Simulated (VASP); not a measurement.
Wanted: the native input for a VASP 6.6.1 run.

- Task: single point
- Functional: LDA
- Potentials or basis: VASP PAW LDA potentials, release 64 (Y_sv)
- Cutoff: 520 eV
- k mesh: 9 × 9 × 9
- Occupations: fermi-dirac, width 0.05 eV
- Spin: no spin polarisation
- Hubbard terms: Y d U = 5.0 eV
- Dipole correction: no
- Further INCAR settings: ALGO = Normal; EDIFF = 1e-06; NBANDS = 12

The structure of Y lies in POSCAR:

```
Y
1.0
    0.0000000000      2.5519910612      2.5519910612
    2.5519910612      0.0000000000      2.5519910612
    2.5519910612      2.5519910612      0.0000000000
Y
1
Direct
    0.0000000000      0.0000000000      0.0000000000
```

The input as run:

INCAR

```
SYSTEM = Y
  PREC = Accurate
  ENCUT = 520
  EDIFF = 1E-6
  ISMEAR = -1
  SIGMA = 0.05
  LREAL = .False.
  LASPH = .True.
  NELM = 150
  ALGO = Normal
  ISIF = 2
  LWAVE = .False.
  LCHARG = .False.
  LMAXMIX = 4
  LDAU = .True.
  LDAUTYPE = 2
  LDAUL = 2
  LDAUU = 5
  LDAUJ = 0
  LDAUPRINT = 1
  NBANDS = 12
```

KPOINTS

```
regular mesh
0
Gamma
  9 9 9
  0 0 0
```

Potentials or basis: VASP PAW LDA potentials, release 64 (Y_sv).

The run is started by

```console
$ cat potpaw_LDA.64/Y_sv/POTCAR > POTCAR
$ mpirun -np 1 vasp_std > vasp.out
```

It gave:

| Quantity | Value |
| --- | --- |
| Pressure | 5.4 GPa |

Caveat: U without spin polarisation on a metal has little footing; the U is typed as a test and isn't derived for this compound.

Run time: 6.3 s on 1 thread of Intel(R) Xeon(R) 6975P-C (Granite Rapids) (shared host), peak memory 0.16 GiB.
